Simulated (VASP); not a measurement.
# MgO (Periclase) in VASP: a series of runs

MgO (Periclase) is run at these levels: r2SCAN; tasks: single point.

All numbers are computed with VASP 6.6.1; they aren't measurements. Logs are shortened: lines on timing, memory, paths and dates and some standing lists are left out, and cuts for length are marked.

## Step 1: The cell of the first run

The cell holds a slab with vacuum, 4 atoms: a = 2.982 Å, b = 2.982 Å, c = 9.652 Å, α = 90.00°, β = 90.00°, γ = 60.00°.

## Step 2: Single point, r2SCAN

POSCAR reads:

```
MgO
1.0
    2.9818692963      0.0000000000      0.0000000000
    1.4909346481      2.5823745613      0.0000000000
    0.0000000000      0.0000000000      9.6520291278
Mg O
2 2
Direct
    0.0000000000      0.0000000000      0.3108154731
    0.3333333333      0.3333333333      0.5630615090
    0.6666666667      0.6666666667      0.4369384910
    1.0000000000      1.0000000000      0.6891845269
```

INCAR.step1 reads:

```
PREC = Accurate ; ENCUT = 580
ISMEAR = 1 ; SIGMA = 0.15
LREAL = False ; LASPH = True
NELM = 120 ; LDIPOL = True
IDIPOL = 3 ; DIPOL = 0.5 0.5 0.500
NBANDS = 16 ; GGA = PE
ALGO = Normal ; EDIFF = 1E-5
LWAVE = True ; LCHARG = False
GGA_COMPAT = False ; NELMDL = -8
```

INCAR.step2 reads:

```
PREC = Accurate ; ENCUT = 580
EDIFF = 1E-6 ; ISMEAR = 1
SIGMA = 0.15 ; LREAL = False
LASPH = True ; NELM = 120
ALGO = Normal ; ISIF = 2
LWAVE = False ; LCHARG = False
LDIPOL = True ; IDIPOL = 3
DIPOL = 0.5 0.5 0.500 ; METAGGA = R2SCAN
LMIXTAU = True ; NBANDS = 16
ISTART = 1 ; GGA_COMPAT = False
```

KPOINTS reads:

```
Automatic mesh
0
Gamma
  6 6 1
```

Potentials or basis: VASP PAW PBE potentials, release 64 (Mg, O).

On the command line:

```console
$ cat potpaw_PBE.64/Mg/POTCAR potpaw_PBE.64/O/POTCAR > POTCAR
$ cp INCAR.step1 INCAR
$ mpirun -np 1 vasp_std > vasp.out
$ cp INCAR.step2 INCAR
$ mpirun -np 1 vasp_std > vasp.out
```

OUTCAR:

```text
PREC = Accurate
   ENCUT = 580
   EDIFF = 1E-6
   ISMEAR = 1
   LREAL = False
   LASPH = True
   NELM = 120
   ISIF = 2
   METAGGA = R2SCAN
   ISTART = 1

 ion  position               nearest neighbor table
   1  0.000  0.000  0.311-   3 2.11   3 2.11   3 2.11   2 2.98   2 2.98   2 2.98
   2  0.333  0.333  0.563-   4 2.11   4 2.11   4 2.11   3 2.11   3 2.11   3 2.11   1 2.98   1 2.98
                             1 2.98
   3  0.667  0.667  0.437-   1 2.11   1 2.11   1 2.11   2 2.11   2 2.11   2 2.11
   4  0.000  0.000  0.689-   2 2.11   2 2.11   2 2.11

  LATTYP: Found a hexagonal cell.
 ALAT       =     2.9818692962
 C/A-ratio  =     3.2369055009

  Lattice vectors:

 A1 = (  -1.4909346481,  -2.5823745613,   0.0000000000)
 A2 = (   2.9818692963,   0.0000000000,   0.0000000000)
 A3 = (   0.0000000000,   0.0000000000,   9.6520291278)

Analysis of symmetry for initial positions (statically):
=====================================================================
 Subroutine PRICEL returns:
 Original cell was already a primitive cell.

 Routine SETGRP: Setting up the symmetry group for a
 hexagonal supercell.

 Subroutine GETGRP returns: Found  6 space group operations
 (whereof  6 operations were pure point group operations)
 out of a pool of 24 trial point group operations.

The static configuration has the point symmetry C_3v.

Analysis of symmetry for dynamics (positions and initial velocities):
=====================================================================
 Subroutine PRICEL returns:
 Original cell was already a primitive cell.

 Routine SETGRP: Setting up the symmetry group for a
 hexagonal supercell.

 Subroutine GETGRP returns: Found  6 space group operations
 (whereof  6 operations were pure point group operations)
 out of a pool of 24 trial point group operations.

The dynamic configuration has the point symmetry C_3v.

 Subroutine INISYM returns: Found  6 space group operations
 (whereof  6 operations are pure point group operations),
 and found     1 'primitive' translations

----------------------------------------------------------------------------------------

                                     Primitive cell

  volume of cell :      74.3236

  direct lattice vectors                    reciprocal lattice vectors
     2.981869296  0.000000000  0.000000000     0.335360105 -0.193620247  0.000000000
     1.490934648  2.582374561  0.000000000     0.000000000  0.387240494  0.000000000
     0.000000000  0.000000000  9.652029128     0.000000000  0.000000000  0.103605158

  length of vectors
     2.981869296  2.981869296  9.652029128     0.387240494  0.387240494  0.103605158

[... 77 lines left out ...]
   NELECT =      16.0000    total number of electrons
   NUPDOWN=      -1.0000    fix difference up-down
   EMIN   =  10.00;   EMAX   =-10.00  energy-range for DOS
   EFERMI =   0.00;   METHOD = LEGACY
   ISMEAR =     1;   SIGMA  =   0.15  broadening in eV -4-tet -1-fermi 0-gaus
   EFERMI_NEDOS =   21; number of points for ismear=-14 and -15
   IALGO  =     38    algorithm
   IMIX   =      4    mixing-type and parameters
     AMIX     =   0.40;   BMIX     =  1.00
     AMIX_MAG =   1.60;   BMIX_MAG =  1.00
  volume/ion in A,a.u.               =      18.58       125.39
  Fermi-wavevector in a.u.,A,eV,Ry     =   0.981159  1.854121 13.097958  0.962673
  Thomas-Fermi vector in A             =   2.112144
   LORBIT       =      0    0 simple, 1 ext, 2 COOP (PROOUT), +10 PAW based schemes
   METAGGA = R2SCAN    functional components
   LHFCALC =     F    Hartree Fock is set to
   AEXX    =    0.0000 exact exchange contribution
   IVDW    =     0    specifies the selected vdW correction
   LEPSILON=     F    determine dielectric tensor
   LRPA    =     F    only Hartree local field effects (RPA)
 non-spin polarized calculation
 Methfessel and Paxton  Order N= 1 SIGMA  =   0.15
  energy-cutoff  :      580.00
  volume of cell :       74.32
 maximum number of plane-waves:      2362
   NGX = 11   NGY = 11   NGZ = 37

 number of electron      16.0000003 magnetization

 dipolmoment           0.000000      0.000000      0.273274 electrons x Angstroem

 Free energy of the ion-electron system (eV)
  ---------------------------------------------------
  ext. energy  EPLUGINS =         0.00000000
  ---------------------------------------------------
  free energy    TOTEN  =       -26.25215273 eV

  energy without entropy =      -26.23909303  energy(sigma->0) =      -26.24779950

 E-fermi :  -1.1153     XC(G=0):  -7.6427

 val. band max:       -1.1491078204   @ k =   0.3333   0.1667   0.0000
 cond. band min:      -1.0732122161   @ k =   0.3333   0.0000   0.0000
 fundamental gap:      0.0758956043
 Fermi energy:        -1.1152902519

 k-point     1 :       0.0000    0.0000    0.0000
  band No.  band energies     occupation
      1     -21.5738      2.00000
      2     -17.9354      2.00000
      3      -7.4480      2.00000
      4      -4.3059      2.00000
      5      -4.3059      2.00000
      6      -3.4825      2.00000
[... 110 lines left out ...]
      3      -6.9199      2.00000
      4      -6.8000      2.00000
      5      -5.7997      2.00000
      6      -2.5454      2.00000
[... 8 lines left out ...]
     15      11.1066      0.00000
     16      11.3292      0.00000

------------------------ aborting loop because EDIFF is reached ----------------------------------------

 vacuum level on the upper side and lower side of the slab       (xc-potential included)         1.696        -4.510

  FORCE on cell =-STRESS in cart. coord.  units (eV):
  Direction    XX          YY          ZZ          XY          YZ          ZX
  --------------------------------------------------------------------------------------
  -------------------------------------------------------------------------------------
  Total       -0.4299655     -0.4299655     -1.8885706      0.0000000      0.0000000     -0.0000000
  in kB       -9.2686775     -9.2686775    -40.7115225      0.0000000      0.0000000     -0.0000000
  external PRESSURE =     -19.7496259 kB  Pullay stress =       0.0000000 kB

 VOLUME and BASIS-vectors are now :
 -----------------------------------------------------------------------------
  energy-cutoff  :      580.00
  volume of cell :       74.32
      direct lattice vectors                 reciprocal lattice vectors
     2.981869296  0.000000000  0.000000000     0.335360105 -0.193620247  0.000000000
     1.490934648  2.582374561  0.000000000     0.000000000  0.387240494  0.000000000
     0.000000000  0.000000000  9.652029128     0.000000000  0.000000000  0.103605158

 POSITION                                       TOTAL-FORCE (eV/Angst)
 -----------------------------------------------------------------------------------
      0.00000      0.00000      3.00000         0.000000     -0.000000      0.990601
      1.49093      0.86079      5.43469        -0.000000      0.000000      3.066253
      2.98187      1.72158      4.21734         0.000000      0.000000     -2.123753
      0.00000      0.00000      6.65203        -0.000000     -0.000000     -1.933102
 -----------------------------------------------------------------------------------
    total drift:                               -0.000000     -0.000000      0.073257

  FREE ENERGIE OF THE ION-ELECTRON SYSTEM (eV)
  ---------------------------------------------------
  free  energy   TOTEN  =       -26.2521527306 eV

  energy  without entropy=      -26.2390930299  energy(sigma->0) =      -26.24779950

 vacuum level on the upper side and lower side of the slab         8.128         1.535
```

It took 2.5 min on 1 thread of Intel Xeon 8259CL, shared host; peak memory 0.21 GiB.

Results:

```
Free energy            : -26.2522 eV
Largest force          : 3.066 eV/Å
Band gap on the k mesh : zero (band 8 reaches -0.67 eV, above the bottom of band 9 at -1.15 eV)
```

Forces in eV/Å, atoms in the order of the input:
```
Mg   0.000  0.000  0.991
Mg   0.000  0.000  3.066
O    0.000  0.000 -2.124
O    0.000  0.000 -1.933
```

Caveat: the k points lie up to 0.41 Å⁻¹ apart; the PAW data sets were made with another functional, which shifts forces and pressure a little.

## Step 3: Single point, r2SCAN

This run uses another cell than the first one, of 22.43 Å³/atom, 1.207 times its volume.

POSCAR reads:

```
MgO
1.0
    2.9818692963      0.0000000000      0.0000000000
    1.4909346481      2.5823745613      0.0000000000
    0.0000000000      0.0000000000     11.6520291278
Mg O
2 2
Direct
    0.0000000000      0.0000000000      0.3432878476
    0.3333333333      0.3333333333      0.5522373841
    0.6666666667      0.6666666667      0.4477626159
    1.0000000000      1.0000000000      0.6567121524
```

INCAR.step1 reads:

```
SYSTEM = MgO
PREC     = Accurate       ! precision mode
ENCUT    = 580            ! plane-wave cutoff, eV
ISMEAR   = 1              ! smearing method
SIGMA    = 0.15           ! smearing width, eV
LREAL    = .False.        ! projectors in reciprocal space
LASPH    = .True.         ! aspherical terms in the spheres
NELM     = 120            ! most SCF steps
LDIPOL   = .True.       
IDIPOL   = 3            
DIPOL    = 0.5 0.5 0.500
NBANDS   = 16             ! bands
GGA      = PE             ! functional
ALGO     = Normal         ! electronic algorithm
EDIFF    = 1E-5           ! SCF threshold, eV
LWAVE    = .True.         ! write WAVECAR
LCHARG   = .False.        ! write CHGCAR
GGA_COMPAT= .False.      
NELMDL   = -8
```

INCAR.step2 reads:

```
SYSTEM = MgO
PREC     = Accurate       ! precision mode
ENCUT    = 580            ! plane-wave cutoff, eV
EDIFF    = 1E-6           ! SCF threshold, eV
ISMEAR   = 1              ! smearing method
SIGMA    = 0.15           ! smearing width, eV
LREAL    = .False.        ! projectors in reciprocal space
LASPH    = .True.         ! aspherical terms in the spheres
NELM     = 120            ! most SCF steps
ALGO     = Normal         ! electronic algorithm
ISIF     = 2              ! what is computed and relaxed
LWAVE    = .False.        ! write WAVECAR
LCHARG   = .False.        ! write CHGCAR
LDIPOL   = .True.       
IDIPOL   = 3            
DIPOL    = 0.5 0.5 0.500
METAGGA  = R2SCAN         ! meta-GGA
LMIXTAU  = .True.       
NBANDS   = 16             ! bands
ISTART   = 1            
GGA_COMPAT= .False.
```

KPOINTS reads:

```
regular mesh
0
Gamma
  6 6 1
  0 0 0
```

Potentials or basis: VASP PAW PBE potentials, release 64 (Mg, O).

On the command line:

```console
$ cat potpaw_PBE.64/Mg/POTCAR potpaw_PBE.64/O/POTCAR > POTCAR
$ cp INCAR.step1 INCAR
$ mpirun -np 1 vasp_std > vasp.out
$ cp INCAR.step2 INCAR
$ mpirun -np 1 vasp_std > vasp.out
```

It took 3.1 min on 1 thread of Intel Xeon 8259CL, shared host; peak memory 0.24 GiB.

Results (log left out):

```
Free energy            : -26.2741 eV
Largest force          : 3.107 eV/Å
Band gap on the k mesh : zero (band 8 reaches -1.77 eV, above the bottom of band 9 at -2.24 eV)
```

Forces in eV/Å, atoms in the order of the input:
```
Mg   0.000  0.000  0.961
Mg   0.000  0.000  3.107
O    0.000  0.000 -2.129
O    0.000  0.000 -1.939
```

Levels at points of the mesh, in eV from the Fermi level:
```tsv
k point	band 5	band 6	band 7	band 8	band 9	band 10	band 11	band 12
(0.00, 0.00, 0.00)	-3.22	-2.38	-0.63	0.44	0.44	3.77	6.19	9.06
(0.50, 0.00, 0.00)	-3.90	-2.12	-0.45	-0.09	1.98	3.27	7.50	9.51
```

Caveat: the k points lie up to 0.41 Å⁻¹ apart; the PAW data sets were made with another functional, which shifts forces and pressure a little.
